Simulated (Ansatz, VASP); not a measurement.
## One calculation of CaO, two programs

The input POSCAR:

```
CaO
1.0
    0.0000000000      2.3975473904      2.3975473904
    2.3975473904      0.0000000000      2.3975473904
    2.3975473904      2.3975473904      0.0000000000
Ca O
1 1
Direct
    0.0000000000      0.0000000000      0.0000000000
    0.5000000000      0.5000000000      0.5000000000
```

File INCAR.step1:

```
PREC     = Accurate       # precision mode
ENCUT    = 520            # plane-wave cutoff, eV
ISMEAR   = 0              # smearing method
SIGMA    = 0.01           # smearing width, eV
LREAL    = F              # projectors in reciprocal space
LASPH    = T              # aspherical terms in the spheres
NELM     = 80             # most SCF steps
NBANDS   = 15             # bands
GGA      = PE             # functional
ALGO     = Normal         # electronic algorithm
EDIFF    = 1E-4           # SCF threshold, eV
LWAVE    = T              # write WAVECAR
LCHARG   = F              # write CHGCAR
```

The input INCAR.step2:

```
PREC     = Accurate       # precision mode
ENCUT    = 520            # plane-wave cutoff, eV
EDIFF    = 1E-7           # SCF threshold, eV
ISMEAR   = 0              # smearing method
SIGMA    = 0.01           # smearing width, eV
LREAL    = F              # projectors in reciprocal space
LASPH    = T              # aspherical terms in the spheres
NELM     = 80             # most SCF steps
ALGO     = Normal         # electronic algorithm
ISIF     = 2              # what is computed and relaxed
LWAVE    = F              # write WAVECAR
LCHARG   = T              # write CHGCAR
METAGGA  = R2SCAN         # meta-GGA
LMIXTAU  = T            
LELF     = T              # ELF
LVHAR    = T            
NBANDS   = 15             # bands
ISTART   = 1
```

The input KPOINTS:

```
Automatic mesh
0
Gamma
  10 10 10
```

Input for Ansatz:

```yaml
crystal:
  lattice:
    - [0.0, 2.3975473904, 2.3975473904]
    - [2.3975473904, 0.0, 2.3975473904]
    - [2.3975473904, 2.3975473904, 0.0]
  atoms:
    - { symbol: Ca, position: [0.0, 0.0, 0.0] }
    - { symbol: O, position: [0.5, 0.5, 0.5] }
kpoints:
  mp_grid: { grid: [10, 10, 10] }
  band_path:
    path:
      - [0.0, 0.0, 0.0]
      - [0.5, 0.0, 0.5]
      - [0.625, 0.25, 0.625]
      - [0.375, 0.375, 0.75]
      - [0.5, 0.5, 0.5]
      - [0.5, 0.25, 0.75]
      - [0.0, 0.5, 0.5]
    npoints: 1
hamiltonian:
  xc: r2scan
scf:
  occupations: { method: fixed }
  n_extra_bands: 4
output:
  forces: true
  stress: true
  eigenvalues: true
```

Alike in both runs: task single point; functional r2SCAN; k mesh 10 × 10 × 10; no spin polarisation.

|  | VASP | Ansatz |
| --- | --- | --- |
| version | VASP 6.6.1 | Ansatz 0.2.0 |
| potentials or method | VASP PAW PBE potentials, release 64 (Ca_sv, O) | plane waves, PAW |
| plane-wave cutoff (eV) | 520 | 500 |
| occupations | gaussian, width 0.01 eV | fixed |
| valence electrons in the cell | 16 | 16 |

|  | VASP | Ansatz | Ansatz less VASP |
| --- | --- | --- | --- |
| gap on the k mesh at the Fermi level (eV) | 4.19 | 4.20 | +0.012 |
| pressure (GPa) | 1.1 | 0.0 | -1.08 |

VASP's potentials were made for PBE, not for r2SCAN.
